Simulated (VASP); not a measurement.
# CsB3N3 (P-62m) in VASP: single point with PBE

Aim: the single point of CsB3N3 with PBE.

Everything below comes from runs of VASP 6.6.1. Logs are shortened: lines on timing, memory, paths and dates and some standing lists are left out, and cuts for length are marked.

## Step 1: The cell of the first run

The structure is hexagonal, space group P-62m (No. 189). The conventional cell has a = 4.369 Å, b = 4.369 Å, c = 9.624 Å, α = 90.00°, β = 90.00°, γ = 120.00°. Cs (site symmetry -62m) has 6 Cs at 4.37 Å and 14 B at 4.81 to 5.43 Å and 12 N at 5.03 to 5.62 Å within 5.7 Å. B (site symmetry -6) has 3 N at 1.46 Å within 1.9 Å. B (site symmetry -62m) has 3 N at 1.46 Å within 1.9 Å. N (site symmetry m2m) has 3 B at 1.46 Å within 1.9 Å.

The cell was generated, and may not be a known phase.

## Step 2: Single point, PBE, collinear spin, ferromagnetic start

INCAR reads:

```
PREC = Accurate
ENCUT = 520
EDIFF = 1E-6
ISMEAR = 0
SIGMA = 0.1
LREAL = False
LASPH = True
NELM = 150
ALGO = Normal
ISIF = 2
LWAVE = False
LCHARG = True
ISPIN = 2
MAGMOM = 0 0 0 0 1 1 1
LORBIT = 11
GGA = PE
LELF = True
LVHAR = True
NBANDS = 30
```

KPOINTS reads:

```
regular mesh
0
Gamma
  6 6 2
```

POSCAR reads:

```
CsB3N3
1.0
    4.3687681000      0.0000000000      0.0000000000
   -2.1843841000      3.7834642000      0.0000000000
    0.0000000000      0.0000000000      9.6235864000
Cs B N
1 3 3
Direct
    0.0000000000      0.0000000000      0.5000000000
    0.3333333000      0.6666667000      0.0000000000
    0.6666667000      0.3333333000      0.0000000000
    0.0000000000      0.0000000000      0.0000000000
    0.3332810000      0.0000000000      0.0000000000
    0.0000000000      0.3332810000      0.0000000000
    0.6667190000      0.6667190000      0.0000000000
```

Potentials or basis: VASP PAW PBE potentials, release 64 (Cs_sv, B, N).

The run is started by

```
> cat potpaw_PBE.64/Cs_sv/POTCAR potpaw_PBE.64/B/POTCAR potpaw_PBE.64/N/POTCAR > POTCAR
> mpirun -np 1 vasp_std > vasp.out
```

OUTCAR:

```text
PREC = Accurate
   ENCUT = 520
   EDIFF = 1E-6
   ISMEAR = 0
   LREAL = False
   LASPH = True
   NELM = 150
   ISIF = 2
   ISPIN = 2
   LORBIT = 11
   GGA = PE

 ion  position               nearest neighbor table
   1  0.000  0.000  0.500-
   2  0.333  0.667  0.000-   5 1.46   6 1.46   7 1.46
   3  0.667  0.333  0.000-   6 1.46   5 1.46   7 1.46
   4  0.000  0.000  0.000-   5 1.46   7 1.46   6 1.46
   5  0.333  0.000  0.000-   4 1.46   2 1.46   3 1.46
   6  0.000  0.333  0.000-   4 1.46   3 1.46   2 1.46
   7  0.667  0.667  0.000-   4 1.46   2 1.46   3 1.46

  LATTYP: Found a hexagonal cell.
 ALAT       =     4.3687681000
 C/A-ratio  =     2.2028146561

  Lattice vectors:

 A1 = (   4.3687681000,   0.0000000000,   0.0000000000)
 A2 = (  -2.1843841000,   3.7834642000,   0.0000000000)
 A3 = (   0.0000000000,   0.0000000000,   9.6235864000)

Analysis of symmetry for initial positions (statically):
=====================================================================
 Subroutine PRICEL returns:
 Original cell was already a primitive cell.

 Routine SETGRP: Setting up the symmetry group for a
 hexagonal supercell.

 Subroutine GETGRP returns: Found 12 space group operations
 (whereof 12 operations were pure point group operations)
 out of a pool of 24 trial point group operations.

The static configuration has the point symmetry D_3h.

Analysis of symmetry for dynamics (positions and initial velocities):
=====================================================================
 Subroutine PRICEL returns:
 Original cell was already a primitive cell.

 Routine SETGRP: Setting up the symmetry group for a
 hexagonal supercell.

 Subroutine GETGRP returns: Found 12 space group operations
 (whereof 12 operations were pure point group operations)
 out of a pool of 24 trial point group operations.

The dynamic configuration has the point symmetry D_3h.

Analysis of structural, dynamic, and magnetic symmetry:
=====================================================================
 Subroutine PRICEL returns:
 Original cell was already a primitive cell.

 Routine SETGRP: Setting up the symmetry group for a
 hexagonal supercell.

 Subroutine GETGRP returns: Found 12 space group operations
 (whereof 12 operations were pure point group operations)
 out of a pool of 24 trial point group operations.

The overall configuration has the point symmetry D_3h.

 Subroutine INISYM returns: Found 12 space group operations
 (whereof 12 operations are pure point group operations),
 and found     1 'primitive' translations

----------------------------------------------------------------------------------------

                                     Primitive cell

  volume of cell :     159.0690

  direct lattice vectors                    reciprocal lattice vectors
     4.368768100  0.000000000  0.000000000     0.228897478  0.132154022  0.000000000
    -2.184384100  3.783464200  0.000000000     0.000000000  0.264308038  0.000000000
     0.000000000  0.000000000  9.623586400     0.000000000  0.000000000  0.103911365

  length of vectors
     4.368768100  4.368768162  9.623586400     0.264308042  0.264308038  0.103911365

  position of ions in fractional coordinates (direct lattice)
     0.000000000  0.000000000  0.500000000
     0.333333300  0.666666700  0.000000000
     0.666666700  0.333333300  0.000000000
     0.000000000  0.000000000  0.000000000
     0.333281000  0.000000000  0.000000000
     0.000000000  0.333281000  0.000000000
     0.666719000  0.666719000  0.000000000

  ion indices of the primitive-cell ions
   primitive index   ion index
                 1           1
                 2           2
                 3           3
                 4           4
                 5           5
                 6           6
                 7           7

----------------------------------------------------------------------------------------

 KPOINTS: regular mesh

Automatic generation of k-mesh.
 Grid dimensions read from file:
 generate k-points for:    6    6    2

 Generating k-lattice:

  Cartesian coordinates                     Fractional coordinates (reciprocal lattice)
     0.038149580  0.022025670  0.000000000     0.166666667  0.000000000  0.000000000
     0.000000000  0.044051340  0.000000000     0.000000000  0.166666667  0.000000000
     0.000000000  0.000000000  0.051955683     0.000000000  0.000000000  0.500000000

  Length of vectors
     0.044051340  0.044051340  0.051955683

  Shift w.r.t. Gamma in fractional coordinates (k-lattice)
     0.000000000  0.000000000  0.000000000

 Subroutine IBZKPT returns following result:
 ===========================================

 Found     14 irreducible k-points:

 Following reciprocal coordinates:
            Coordinates               Weight
  0.000000  0.000000  0.000000      1.000000
  0.166667 -0.000000  0.000000      6.000000
  0.333333 -0.000000  0.000000      6.000000
  0.500000 -0.000000  0.000000      3.000000
  0.166667  0.166667  0.000000      6.000000
  0.333333  0.166667  0.000000     12.000000
  0.333333  0.333333  0.000000      2.000000
  0.000000  0.000000  0.500000      1.000000
  0.166667 -0.000000  0.500000      6.000000
  0.333333 -0.000000  0.500000      6.000000
  0.500000 -0.000000  0.500000      3.000000
  0.166667  0.166667  0.500000      6.000000
  0.333333  0.166667  0.500000     12.000000
  0.333333  0.333333  0.500000      2.000000
   k-points           NKPTS =     14   k-points in BZ     NKDIM =     14   number of bands    NBANDS=     30
   number of dos      NEDOS =    301   number of ions     NIONS =      7
   total plane-waves  NPLWV =  73728
   dimension x,y,z NGX =    32 NGY =   32 NGZ =   72
   dimension x,y,z NGXF=    64 NGYF=   64 NGZF=  144
   ions per type =               1   3   3
   NGX,Y,Z   is equivalent  to a cutoff of  12.18, 12.18, 12.44 a.u.
   NGXF,Y,Z  is equivalent  to a cutoff of  24.35, 24.35, 24.88 a.u.
 SYSTEM =  unknown system
   PREC   = accura    normal or accurate (medium, high low for compatibility)
   ISTART =      0    job   : 0-new  1-cont  2-samecut
   ICHARG =      2    charge: 1-file 2-atom 10-const
   ISPIN  =      2    spin polarized calculation?
   LNONCOLLINEAR =      F non collinear calculations
   LSORBIT =      F    spin-orbit coupling
   LASPH  =      T    aspherical Exc in radial PAW
   ENCUT  =  520.0 eV  38.22 Ry    6.18 a.u.   8.12  8.12 17.89*2*pi/ulx,y,z
   NELM   =    150;   NELMIN=  2; NELMDL= -5     # of ELM steps
   EDIFF  = 0.1E-05   stopping-criterion for ELM
   LREAL  =      F    real-space projection
   EDIFFG = 0.1E-04   stopping-criterion for IOM
   NSW    =      0    number of steps for IOM
   IBRION =     -1    ionic relax: 0-MD 1-quasi-New 2-CG
   NFREE  =      0    steps in history (QN), initial steepest desc. (CG)
   ISIF   =      2    stress and relaxation
   ISYM   =      2    0-nonsym 1-usesym 2-fastsym
   POTIM  = 0.5000    time-step for ionic-motion
   TEBEG  =    0.0;   TEEND  =   0.0 temperature during run
   PSTRESS=    0.0 pullay stress
   NELECT =      33.0000    total number of electrons
   NUPDOWN=      -1.0000    fix difference up-down
   EMIN   =  10.00;   EMAX   =-10.00  energy-range for DOS
   EFERMI =   0.00;   METHOD = LEGACY
   ISMEAR =     0;   SIGMA  =   0.10  broadening in eV -4-tet -1-fermi 0-gaus
   EFERMI_NEDOS =   21; number of points for ismear=-14 and -15
   IALGO  =     38    algorithm
   IMIX   =      4    mixing-type and parameters
     AMIX     =   0.40;   BMIX     =  1.00
     AMIX_MAG =   1.60;   BMIX_MAG =  1.00
  volume/ion in A,a.u.               =      22.72       153.35
  Fermi-wavevector in a.u.,A,eV,Ry     =   0.969135  1.831400 12.778900  0.939223
  Thomas-Fermi vector in A             =   2.099162
   LORBIT       =     11    0 simple, 1 ext, 2 COOP (PROOUT), +10 PAW based schemes
   GGA     = PE    functional components
   LHFCALC =     F    Hartree Fock is set to
   AEXX    =    0.0000 exact exchange contribution
   IVDW    =     0    specifies the selected vdW correction
   LEPSILON=     F    determine dielectric tensor
   LRPA    =     F    only Hartree local field effects (RPA)
 spin polarized calculation
 Gauss-broadening in eV      SIGMA  =   0.10
  energy-cutoff  :      520.00
  volume of cell :      159.07
 maximum number of plane-waves:      4308
   NGX = 17   NGY = 17   NGZ = 35

 number of electron      32.9999996 magnetization       0.7433381

 number of electron      32.9999997 magnetization      -0.1818071

 Free energy of the ion-electron system (eV)
  ---------------------------------------------------
  ext. energy  EPLUGINS =         0.00000000
  ---------------------------------------------------
  free energy    TOTEN  =       -53.21215295 eV

  energy without entropy =      -53.20544923  energy(sigma->0) =      -53.20880109

 E-fermi :   2.7382     XC(G=0):  -7.0720

 val. band max:        2.6977535430   @ k =   0.5000  -0.0000   0.5000
 cond. band min:       2.7512111737   @ k =   0.1667   0.1667   0.5000
 fundamental gap:      0.0534576306
 Fermi energy:         2.7381672558

 spin component 1

 k-point     1 :       0.0000    0.0000    0.0000
  band No.  band energies     occupation
      1     -21.3860      1.00000
      2     -18.6392      1.00000
      3     -15.0545      1.00000
      4     -15.0545      1.00000
      5      -8.8858      1.00000
      6      -8.8858      1.00000
[... 20 lines left out ...]
     27       9.1193      0.00000
     28       9.1241      0.00000

 k-point     2 :       0.1667   -0.0000    0.0000
  band No.  band energies     occupation
      1     -21.3682      1.00000
      2     -18.4641      1.00000
      3     -15.3611      1.00000
      4     -15.2372      1.00000
      5      -9.3401      1.00000
      6      -8.9316      1.00000
[... 364 lines left out ...]
 k-point    14 :       0.3333    0.3333    0.5000
  band No.  band energies     occupation
      1     -21.3045      1.00000
      2     -16.7335      1.00000
      3     -16.7303      1.00000
      4     -16.7303      1.00000
      5      -8.3569      1.00000
      6      -8.3569      1.00000
[... 20 lines left out ...]
     27       7.8597      0.00000
     28       8.0748      0.00000
 Fermi energy:         2.7381672558

 spin component 2

 k-point     1 :       0.0000    0.0000    0.0000
  band No.  band energies     occupation
      1     -21.4084      1.00000
      2     -18.6397      1.00000
      3     -15.0553      1.00000
      4     -15.0553      1.00000
      5      -8.8858      1.00000
      6      -8.8858      1.00000
[... 20 lines left out ...]
     27       8.7563      0.00000
     28       9.0288      0.00000

 k-point     2 :       0.1667   -0.0000    0.0000
  band No.  band energies     occupation
      1     -21.3900      1.00000
      2     -18.4646      1.00000
      3     -15.3619      1.00000
      4     -15.2380      1.00000
      5      -9.3401      1.00000
      6      -8.9317      1.00000
[... 364 lines left out ...]
 k-point    14 :       0.3333    0.3333    0.5000
  band No.  band energies     occupation
      1     -21.3247      1.00000
      2     -16.7341      1.00000
      3     -16.7309      1.00000
      4     -16.7309      1.00000
      5      -8.4074      1.00000
      6      -8.4074      1.00000
[... 20 lines left out ...]
     27       7.8620      0.00000
     28       7.9204      0.00000
 [bands above 28 left out]

------------------------ aborting loop because EDIFF is reached ----------------------------------------

  FORCE on cell =-STRESS in cart. coord.  units (eV):
  Direction    XX          YY          ZZ          XY          YZ          ZX
  --------------------------------------------------------------------------------------
  -------------------------------------------------------------------------------------
  Total        0.1102207      0.1102207     -0.0137100     -0.0000000     -0.0000000     -0.0000000
  in kB        1.1101667      1.1101667     -0.1380903     -0.0000000     -0.0000000     -0.0000000
  external PRESSURE =       0.6940810 kB  Pullay stress =       0.0000000 kB

 VOLUME and BASIS-vectors are now :
 -----------------------------------------------------------------------------
  energy-cutoff  :      520.00
  volume of cell :      159.07
      direct lattice vectors                 reciprocal lattice vectors
     4.368768100  0.000000000  0.000000000     0.228897478  0.132154022  0.000000000
    -2.184384100  3.783464200  0.000000000     0.000000000  0.264308038  0.000000000
     0.000000000  0.000000000  9.623586400     0.000000000  0.000000000  0.103911365

 POSITION                                       TOTAL-FORCE (eV/Angst)
 -----------------------------------------------------------------------------------
      0.00000      0.00000      4.81179         0.000000      0.000000     -0.000000
     -0.00000      2.52231      0.00000         0.000000      0.000000     -0.000000
      2.18438      1.26115      0.00000         0.000000      0.000000     -0.000000
      0.00000      0.00000      0.00000         0.000000      0.000000     -0.000000
      1.45603      0.00000      0.00000        -0.001034      0.000000      0.000000
     -0.72801      1.26096      0.00000         0.000517     -0.000896     -0.000000
      1.45637      2.52251      0.00000         0.000517      0.000896     -0.000000
 -----------------------------------------------------------------------------------
    total drift:                               -0.000006     -0.000016      0.000002

  FREE ENERGIE OF THE ION-ELECTRON SYSTEM (eV)
  ---------------------------------------------------
  free  energy   TOTEN  =       -53.2121529501 eV

  energy  without entropy=      -53.2054492317  energy(sigma->0) =      -53.20880109

 total charge

# of ion       s       p       d       tot
------------------------------------------
    1        1.870   4.652   0.028   6.551
    2        0.735   1.396   0.000   2.131
    3        0.735   1.396   0.000   2.131
    4        0.735   1.398   0.000   2.133
    5        1.223   2.775   0.000   3.998
    6        1.223   2.775   0.000   3.998
    7        1.223   2.775   0.000   3.998
--------------------------------------------------
tot          7.744  17.168   0.028  24.939

 magnetization (x)

# of ion       s       p       d       tot
------------------------------------------
    1       -0.007  -0.001  -0.015  -0.022
    2        0.000  -0.000   0.000  -0.000
    3        0.000  -0.000   0.000  -0.000
    4       -0.000  -0.000   0.000  -0.000
    5        0.000  -0.001   0.000  -0.001
    6        0.000  -0.001   0.000  -0.001
    7        0.000  -0.001   0.000  -0.001
--------------------------------------------------
tot         -0.007  -0.003  -0.015  -0.024
```

Run time: 3.9 min. Hardware: 1 thread of Oxide Virtual Turin-like, shared host; peak memory 0.34 GiB.

What came out:

* Free energy: -53.2122 eV
* Pressure: 0.1 GPa
* Net moment: -0.18 μB per cell
* Site moments: Cs -0.02; B -0.00; N -0.00 μB
* Valence electrons inside the program's atomic spheres: Cs 6.55; B 2.13; N 4.00

Caveat: spin-orbit coupling is left out, which moves the levels of the heavy elements.
